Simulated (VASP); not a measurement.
MgO (rock salt type), 2 atoms in the cell. The structure is cubic, space group Fm-3m (No. 225). The conventional cell has a = 4.310 Å, b = 4.310 Å, c = 4.310 Å, α = 90.00°, β = 90.00°, γ = 90.00°. Mg (site symmetry m-3m) has 6 O at 2.16 Å within 2.9 Å. Within 2.9 Å of O (site symmetry m-3m) lie 6 Mg at 2.16 Å. 

| Property | Result |
| --- | --- |
| Program | VASP 6.6.1 |
| Task | single point |
| Functional | r2SCAN |
| Potentials or basis | VASP PAW PBE potentials, release 64 (Mg, O) |
| Cutoff | 520 eV |
| k mesh | 14 × 14 × 14 |
| Occupations | fermi-dirac, width 0.1 eV |
| Spin | no spin polarisation |
| Dipole correction | no |
| Further INCAR settings | ALGO = Normal; EDIFF = 1e-07; NBANDS = 11 |

Potentials or basis: VASP PAW PBE potentials, release 64 (Mg, O).

Run with:

```bash
$ cat potpaw_PBE.64/Mg/POTCAR potpaw_PBE.64/O/POTCAR > POTCAR
$ cp INCAR.step1 INCAR
$ mpirun -np 1 vasp_std > vasp.out
$ cp INCAR.step2 INCAR
$ mpirun -np 1 vasp_std > vasp.out
```

Hardware: 1 thread of Intel(R) Xeon(R) Platinum 8559C (Emerald Rapids) (shared host).

Task: Estimate the wall time of this run.

Result: Wall time 45 s on 1 thread of Intel(R) Xeon(R) Platinum 8559C (Emerald Rapids) (shared host), peak memory 0.15 GiB. Counts: k points 104.
